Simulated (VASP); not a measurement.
# TePb (Pm-3m) in VASP: further runs

The runs below take TePb through single point, with PBEsol+D3(BJ), PBEsol+D4, PBE+D3(BJ), PBE.

Everything below comes from runs of VASP 6.6.1. Logs are shortened: lines on timing, memory, paths and dates and some standing lists are left out, and cuts for length are marked.

**1. The cell of the first run**

The structure is cubic, space group Pm-3m (No. 221). The conventional cell has a = 3.840 Å, b = 3.840 Å, c = 3.840 Å, α = 90.00°, β = 90.00°, γ = 90.00°. Within 4.4 Å of Pb (site symmetry m-3m) lie 8 Te at 3.33 Å and 6 Pb at 3.84 Å. Within 4.4 Å of Te (site symmetry m-3m) lie 8 Pb at 3.33 Å and 6 Te at 3.84 Å.

**2. Single point, PBEsol+D3(BJ)**

File INCAR:

```
SYSTEM = TePb
PREC = Accurate ; ENCUT = 520
EDIFF = 1E-6 ; ISMEAR = -1
SIGMA = 0.05 ; LREAL = .False.
LASPH = .True. ; NELM = 100
ALGO = Normal ; ISIF = 2
LWAVE = .False. ; LCHARG = .False.
GGA = PS ; IVDW = 12
NBANDS = 17
```

File KPOINTS:

```
regular mesh
0
Gamma
  7 7 7
  0 0 0
```

File POSCAR:

```
TePb
1.0
    3.8403883814      0.0000000000      0.0000000000
    0.0000000000      3.8403883814      0.0000000000
    0.0000000000      0.0000000000      3.8403883814
Pb Te
1 1
Direct
    0.0000000000      0.0000000000      0.0000000000
    0.5000000000      0.5000000000      0.5000000000
```

Potentials or basis: VASP PAW PBE potentials, release 64 (Pb_d, Te).

Command:

```sh
> cat potpaw_PBE.64/Pb_d/POTCAR potpaw_PBE.64/Te/POTCAR > POTCAR
> mpirun -np 1 vasp_std > vasp.out
```

OUTCAR:

```text
SYSTEM = TePb
   PREC = Accurate
   ENCUT = 520
   EDIFF = 1E-6
   ISMEAR = -1
   LREAL = .False.
   LASPH = .True.
   NELM = 100
   ISIF = 2
   GGA = PS
   IVDW = 12
 IVDW          = 12

 ion  position               nearest neighbor table
   1  0.000  0.000  0.000-   2 3.33   2 3.33   2 3.33   2 3.33   2 3.33   2 3.33   2 3.33   2 3.33

   2  0.500  0.500  0.500-   1 3.33   1 3.33   1 3.33   1 3.33   1 3.33   1 3.33   1 3.33   1 3.33

  LATTYP: Found a simple cubic cell.
 ALAT       =     3.8403883814

  Lattice vectors:

 A1 = (   3.8403883814,   0.0000000000,   0.0000000000)
 A2 = (   0.0000000000,   3.8403883814,   0.0000000000)
 A3 = (   0.0000000000,   0.0000000000,   3.8403883814)

Analysis of symmetry for initial positions (statically):
=====================================================================
 Subroutine PRICEL returns:
 Original cell was already a primitive cell.

 Routine SETGRP: Setting up the symmetry group for a
 simple cubic supercell.

 Subroutine GETGRP returns: Found 48 space group operations
 (whereof 48 operations were pure point group operations)
 out of a pool of 48 trial point group operations.

The static configuration has the point symmetry O_h .

Analysis of symmetry for dynamics (positions and initial velocities):
=====================================================================
 Subroutine PRICEL returns:
 Original cell was already a primitive cell.

 Routine SETGRP: Setting up the symmetry group for a
 simple cubic supercell.

 Subroutine GETGRP returns: Found 48 space group operations
 (whereof 48 operations were pure point group operations)
 out of a pool of 48 trial point group operations.

The dynamic configuration has the point symmetry O_h .

 Subroutine INISYM returns: Found 48 space group operations
 (whereof 48 operations are pure point group operations),
 and found     1 'primitive' translations

----------------------------------------------------------------------------------------

                                     Primitive cell

  volume of cell :      56.6403

  direct lattice vectors                    reciprocal lattice vectors
     3.840388381  0.000000000  0.000000000     0.260390331  0.000000000  0.000000000
     0.000000000  3.840388381  0.000000000     0.000000000  0.260390331  0.000000000
     0.000000000  0.000000000  3.840388381     0.000000000  0.000000000  0.260390331

  length of vectors
     3.840388381  3.840388381  3.840388381     0.260390331  0.260390331  0.260390331

  position of ions in fractional coordinates (direct lattice)
     0.000000000  0.000000000  0.000000000
     0.500000000  0.500000000  0.500000000

  ion indices of the primitive-cell ions
   primitive index   ion index
                 1           1
                 2           2

----------------------------------------------------------------------------------------

 KPOINTS: regular mesh

Automatic generation of k-mesh.
 Grid dimensions read from file:
 generate k-points for:    7    7    7

 Generating k-lattice:

  Cartesian coordinates                     Fractional coordinates (reciprocal lattice)
     0.037198619  0.000000000  0.000000000     0.142857143  0.000000000  0.000000000
     0.000000000  0.037198619  0.000000000     0.000000000  0.142857143  0.000000000
     0.000000000  0.000000000  0.037198619     0.000000000  0.000000000  0.142857143

  Length of vectors
     0.037198619  0.037198619  0.037198619

  Shift w.r.t. Gamma in fractional coordinates (k-lattice)
     0.000000000  0.000000000  0.000000000

 Subroutine IBZKPT returns following result:
 ===========================================

 Found     20 irreducible k-points:

 Following reciprocal coordinates:
            Coordinates               Weight
  0.000000  0.000000  0.000000      1.000000
  0.142857  0.000000  0.000000      6.000000
  0.285714  0.000000  0.000000      6.000000
  0.428571  0.000000  0.000000      6.000000
  0.142857  0.142857  0.000000     12.000000
  0.285714  0.142857  0.000000     24.000000
[... 12 lines left out ...]
  0.428571  0.428571  0.285714     24.000000
  0.428571  0.428571  0.428571      8.000000
   k-points           NKPTS =     20   k-points in BZ     NKDIM =     20   number of bands    NBANDS=     17
   number of dos      NEDOS =    301   number of ions     NIONS =      2
   total plane-waves  NPLWV =  27000
   dimension x,y,z NGX =    30 NGY =   30 NGZ =   30
   dimension x,y,z NGXF=    60 NGYF=   60 NGZF=   60
   ions per type =               1   1
   NGX,Y,Z   is equivalent  to a cutoff of  12.99, 12.99, 12.99 a.u.
   NGXF,Y,Z  is equivalent  to a cutoff of  25.97, 25.97, 25.97 a.u.
 SYSTEM =  TePb
   PREC   = accura    normal or accurate (medium, high low for compatibility)
   ISTART =      0    job   : 0-new  1-cont  2-samecut
   ICHARG =      2    charge: 1-file 2-atom 10-const
   ISPIN  =      1    spin polarized calculation?
   LNONCOLLINEAR =      F non collinear calculations
   LSORBIT =      F    spin-orbit coupling
   LASPH  =      T    aspherical Exc in radial PAW
   ENCUT  =  520.0 eV  38.22 Ry    6.18 a.u.   7.14  7.14  7.14*2*pi/ulx,y,z
   NELM   =    100;   NELMIN=  2; NELMDL= -5     # of ELM steps
   EDIFF  = 0.1E-05   stopping-criterion for ELM
   LREAL  =      F    real-space projection
   EDIFFG = 0.1E-04   stopping-criterion for IOM
   NSW    =      0    number of steps for IOM
   IBRION =     -1    ionic relax: 0-MD 1-quasi-New 2-CG
   NFREE  =      0    steps in history (QN), initial steepest desc. (CG)
   ISIF   =      2    stress and relaxation
   ISYM   =      2    0-nonsym 1-usesym 2-fastsym
   POTIM  = 0.5000    time-step for ionic-motion
   TEBEG  =    0.0;   TEEND  =   0.0 temperature during run
   PSTRESS=    0.0 pullay stress
   NELECT =      20.0000    total number of electrons
   NUPDOWN=      -1.0000    fix difference up-down
   EMIN   =  10.00;   EMAX   =-10.00  energy-range for DOS
   EFERMI =   0.00;   METHOD = LEGACY
   ISMEAR =    -1;   SIGMA  =   0.05  broadening in eV -4-tet -1-fermi 0-gaus
   EFERMI_NEDOS =   21; number of points for ismear=-14 and -15
   IALGO  =     38    algorithm
   IMIX   =      4    mixing-type and parameters
     AMIX     =   0.40;   BMIX     =  1.00
     AMIX_MAG =   1.60;   BMIX_MAG =  1.00
  volume/ion in A,a.u.               =      28.32       191.11
  Fermi-wavevector in a.u.,A,eV,Ry     =   1.157115  2.186629 18.217032  1.338914
  Thomas-Fermi vector in A             =   2.293729
   LORBIT       =      0    0 simple, 1 ext, 2 COOP (PROOUT), +10 PAW based schemes
   GGA     = PS    functional components
   LHFCALC =     F    Hartree Fock is set to
   AEXX    =    0.0000 exact exchange contribution
   IVDW    =    12    specifies the selected vdW correction
   LEPSILON=     F    determine dielectric tensor
   LRPA    =     F    only Hartree local field effects (RPA)
 non-spin polarized calculation
  energy-cutoff  :      520.00
  volume of cell :       56.64
 maximum number of plane-waves:      1539
 NGX is ok and might be reduce to    30
   NGX = 15   NGY = 15   NGZ = 15

 number of electron      20.0000003 magnetization

 Free energy of the ion-electron system (eV)
  ---------------------------------------------------
  ext. energy  EPLUGINS =         0.00000000
  ---------------------------------------------------
  free energy    TOTEN  =        -7.83609556 eV

  energy without entropy =       -7.81725089  energy(sigma->0) =       -7.82667322

 E-fermi :   7.6133     XC(G=0): -10.4106

 val. band max:        7.5569155509   @ k =   0.2857   0.1429   0.1429
 cond. band min:       7.6374096287   @ k =   0.4286   0.2857   0.2857
 fundamental gap:      0.0804940778
 Fermi energy:         7.6133269818

 k-point     1 :       0.0000    0.0000    0.0000
  band No.  band energies     occupation
      1      -9.2792      2.00000
      2      -9.2792      2.00000
      3      -9.1560      2.00000
      4      -9.1560      2.00000
      5      -9.1560      2.00000
      6      -5.3597      2.00000
[... 9 lines left out ...]
     16      19.2866      0.00000
     17      19.2910      0.00000

 k-point     2 :       0.1429    0.0000    0.0000
  band No.  band energies     occupation
      1      -9.2780      2.00000
      2      -9.2590      2.00000
      3      -9.1642      2.00000
      4      -9.1642      2.00000
      5      -9.1554      2.00000
      6      -5.1698      2.00000
[... 9 lines left out ...]
     16      17.8612      0.00000
     17      18.4460      0.00000

 k-point     3 :       0.2857    0.0000    0.0000
  band No.  band energies     occupation
      1      -9.2753      2.00000
      2      -9.2138      2.00000
      3      -9.1826      2.00000
      4      -9.1826      2.00000
      5      -9.1542      2.00000
      6      -4.6237      2.00000
[... 9 lines left out ...]
     16      16.0721      0.00000
     17      18.7660      0.00000

 k-point     4 :       0.4286    0.0000    0.0000
  band No.  band energies     occupation
      1      -9.2731      2.00000
      2      -9.1972      2.00000
      3      -9.1972      2.00000
      4      -9.1779      2.00000
      5      -9.1532      2.00000
      6      -3.8917      2.00000
[... 9 lines left out ...]
     16      18.8423      0.00000
     17      19.5415      0.00000
[... 263 lines left out ...]
      1      -9.2416      2.00000
      2      -9.2268      2.00000
      3      -9.2072      2.00000
      4      -9.1693      2.00000
      5      -9.1315      2.00000
      6      -2.8312      2.00000
[... 9 lines left out ...]
     16      18.0457      0.00000
     17      20.1199      0.00000

 k-point    19 :       0.4286    0.4286    0.2857
  band No.  band energies     occupation
      1      -9.2579      2.00000
      2      -9.2253      2.00000
      3      -9.2238      2.00000
      4      -9.1495      2.00000
      5      -9.1098      2.00000
      6      -2.5136      2.00000
[... 9 lines left out ...]
     16      19.6662      0.00000
     17      21.0440      0.00000

 k-point    20 :       0.4286    0.4286    0.4286
  band No.  band energies     occupation
      1      -9.2479      2.00000
      2      -9.2437      2.00000
      3      -9.2437      2.00000
      4      -9.1088      2.00000
      5      -9.1088      2.00000
      6      -2.3062      2.00000
[... 9 lines left out ...]
     16      21.0541      0.00000
     17      23.2535      0.00000

------------------------ aborting loop because EDIFF is reached ----------------------------------------

 Edisp (eV)   -0.96227

 E8    (eV) :    -0.6782

  FORCE on cell =-STRESS in cart. coord.  units (eV):
  Direction    XX          YY          ZZ          XY          YZ          ZX
  --------------------------------------------------------------------------------------
  -------------------------------------------------------------------------------------
  Total      -0.01416    -0.01416    -0.01416     0.00000    -0.00000    -0.00000
  in kB      -0.40057    -0.40057    -0.40057     0.00000    -0.00000    -0.00000
  external pressure =       -0.40 kB  Pullay stress =        0.00 kB

 VOLUME and BASIS-vectors are now :
 -----------------------------------------------------------------------------
  energy-cutoff  :      520.00
  volume of cell :       56.64
      direct lattice vectors                 reciprocal lattice vectors
     3.840388381  0.000000000  0.000000000     0.260390331  0.000000000  0.000000000
     0.000000000  3.840388381  0.000000000     0.000000000  0.260390331  0.000000000
     0.000000000  0.000000000  3.840388381     0.000000000  0.000000000  0.260390331

 POSITION                                       TOTAL-FORCE (eV/Angst)
 -----------------------------------------------------------------------------------
      0.00000      0.00000      0.00000         0.000000      0.000000      0.000000
      1.92019      1.92019      1.92019         0.000000      0.000000      0.000000
 -----------------------------------------------------------------------------------
    total drift:                                0.000000     -0.000000     -0.000000

  FREE ENERGIE OF THE ION-ELECTRON SYSTEM (eV)
  ---------------------------------------------------
  free  energy   TOTEN  =        -8.7983633055 eV

  energy  without entropy=       -8.7795186291  energy(sigma->0) =       -8.78894097
```

Run time: 19 s. Hardware: 1 thread of Intel Xeon 8259CL, shared host; peak memory 0.19 GiB.

What came out:

| Property | Result |
| --- | --- |
| Free energy | -8.7984 eV |
| Pressure | 0.0 GPa |
| Band gap on the k mesh | zero (bands 10 and 11 overlap by 1.13 eV) |
| Dispersion energy per atom | -0.481 eV |

Caveat: the PAW data sets were made with another functional, which shifts forces and pressure a little; spin-orbit coupling is left out, which moves the levels of the heavy elements.

**3. Single point, PBEsol+D4**

This run uses another cell than the first one, of 29.11 Å³/atom.

File INCAR:

```
PREC = Accurate
ENCUT = 520
EDIFF = 1E-7
ISMEAR = -1
SIGMA = 0.05
LREAL = False
LASPH = True
NELM = 60
ALGO = Normal
ISIF = 2
LWAVE = False
LCHARG = False
GGA = PS
IVDW = 13
NBANDS = 17
```

File KPOINTS:

```
regular mesh
0
Gamma
  7 7 7
```

File POSCAR:

```
TePb
1.0
    3.8755826522      0.0000000000      0.0000000000
    0.0000000000      3.8755826522      0.0000000000
    0.0000000000      0.0000000000      3.8755826522
Pb Te
1 1
Direct
    0.0000000000      0.0000000000      0.0000000000
    0.5000000000      0.5000000000      0.5000000000
```

Potentials or basis: VASP PAW PBE potentials, release 64 (Pb_d, Te).

Command:

```sh
> cat potpaw_PBE.64/Pb_d/POTCAR potpaw_PBE.64/Te/POTCAR > POTCAR
> mpirun -np 1 vasp_std > vasp.out
```

Run time: 25 s. Hardware: 1 thread of Intel Xeon 8259CL, shared host; peak memory 0.17 GiB.

The run converged. Its results:

```
Free energy                : -8.4379 eV
Pressure                   : -0.1 GPa
Band gap on the k mesh     : zero (bands 10 and 11 overlap by 1.06 eV)
Dispersion energy per atom : -0.290 eV
```

Levels at points of the mesh, in eV from the Fermi level:
| k point | band 6 | band 7 | band 8 | band 9 | band 10 | band 11 | band 12 | band 13 | band 14 | band 15 |
| --- | --- | --- | --- | --- | --- | --- | --- | --- | --- | --- |
| (0.00, 0.00, 0.00) | -12.78 | -6.40 | -1.73 | -1.73 | -1.73 | 3.90 | 3.90 | 5.97 | 5.97 | 5.97 |

Caveat: the PAW data sets were made with another functional, which shifts forces and pressure a little; spin-orbit coupling is left out, which moves the levels of the heavy elements.

**4. Single point, PBE+D3(BJ)**

This run uses another cell than the first one, of 30.44 Å³/atom.

File INCAR:

```
PREC = Accurate
ENCUT = 520
EDIFF = 1E-7
ISMEAR = -1
SIGMA = 0.05
LREAL = F
LASPH = T
NELM = 100
ALGO = Normal
ISIF = 2
LWAVE = F
LCHARG = F
GGA = PE
IVDW = 12
NBANDS = 17
```

File KPOINTS:

```
Automatic mesh
0
Gamma
  7 7 7
```

File POSCAR:

```
TePb
1.0
    3.9341232534      0.0000000000      0.0000000000
    0.0000000000      3.9341232534      0.0000000000
    0.0000000000      0.0000000000      3.9341232534
Pb Te
1 1
Direct
    0.0000000000      0.0000000000      0.0000000000
    0.5000000000      0.5000000000      0.5000000000
```

Command:

```sh
> cat potpaw_PBE.64/Pb_d/POTCAR potpaw_PBE.64/Te/POTCAR > POTCAR
> mpirun -np 1 vasp_std > vasp.out
```

It took 30 s on 1 thread of Intel Xeon 8259CL, shared host; peak memory 0.18 GiB.

Results (log left out):

| Item | Value |
| --- | --- |
| Free energy | -7.9251 eV |
| Pressure | 0.0 GPa |
| Band gap on the k mesh | zero (bands 10 and 11 overlap by 0.91 eV) |
| Dispersion energy per atom | -0.443 eV |

Levels at points of the mesh, in eV from the Fermi level:
```
           k point  band 7  band 8  band 9  band 10  band 11  band 12  band 13  band 14
(0.00, 0.00, 0.00)   -6.58   -1.66   -1.66    -1.66     3.97     3.97     5.62     5.62
```

Caveat: spin-orbit coupling is left out, which moves the levels of the heavy elements.

**5. Single point, PBE**

This run uses another cell than the first one, of 32.05 Å³/atom.

File INCAR:

```
SYSTEM = TePb
ALGO = Normal ; EDIFF = 1E-6
ENCUT = 520 ; GGA = PE
ISIF = 2 ; ISMEAR = 0
LASPH = .TRUE. ; LCHARG = .TRUE.
LELF = .TRUE. ; LREAL = .FALSE.
LVHAR = .TRUE. ; LWAVE = .FALSE.
NBANDS = 17 ; NELM = 60
PREC = Accurate ; SIGMA = 0.015
```

File KPOINTS:

```
k-points
0
G
  7 7 7
  0 0 0
```

File POSCAR:

```
TePb
1.0
    4.0022870000      0.0000000000      0.0000000000
    0.0000000000      4.0022870000      0.0000000000
    0.0000000000      0.0000000000      4.0022870000
Pb Te
1 1
Direct
    0.0000000000      0.0000000000      0.0000000000
    0.5000000000      0.5000000000      0.5000000000
```

Command:

```sh
> cat potpaw_PBE.64/Pb_d/POTCAR potpaw_PBE.64/Te/POTCAR > POTCAR
> mpirun -np 1 vasp_std > vasp.out
```

It took 36 s on 1 thread of Intel Xeon 8259CL, shared host; peak memory 0.18 GiB.

It converged, with:

```
Free energy            : -7.0517 eV
Pressure               : 0.0 GPa
Band gap on the k mesh : zero (bands 10 and 11 overlap by 0.80 eV)
```

Levels at points of the mesh, in eV from the Fermi level:
```tsv
k point	band 7	band 8	band 9	band 10	band 11	band 12	band 13	band 14
(0.00, 0.00, 0.00)	-6.80	-1.57	-1.57	-1.57	4.00	4.00	5.22	5.22
```

Caveat: spin-orbit coupling is left out, which moves the levels of the heavy elements.

**6. Summary**

```csv
level,cell,smearing,gap on the mesh (eV),pressure (GPa)
PBEsol+D3(BJ),"a = 3.840 Å, 2 atoms",fermi-dirac 0.05 eV,none,0.0
PBEsol+D4,"a = 3.876 Å, 2 atoms",fermi-dirac 0.05 eV,none,-0.1
PBE+D3(BJ),"a = 3.934 Å, 2 atoms",fermi-dirac 0.05 eV,none,0.0
PBE,"a = 4.002 Å, 2 atoms",gaussian 0.015 eV,none,0.0
```

Alike in all rows: task single point; potentials or basis VASP PAW PBE potentials, release 64 (Pb_d, Te); no spin polarisation; k mesh 7 × 7 × 7; cutoff (eV) 520.

Caveats: spin-orbit coupling is left out, which moves the levels of the heavy elements; the PAW data sets were made with another functional, which shifts forces and pressure a little (at least some runs).

Absolute energies hang on the potentials; compare differences alone.
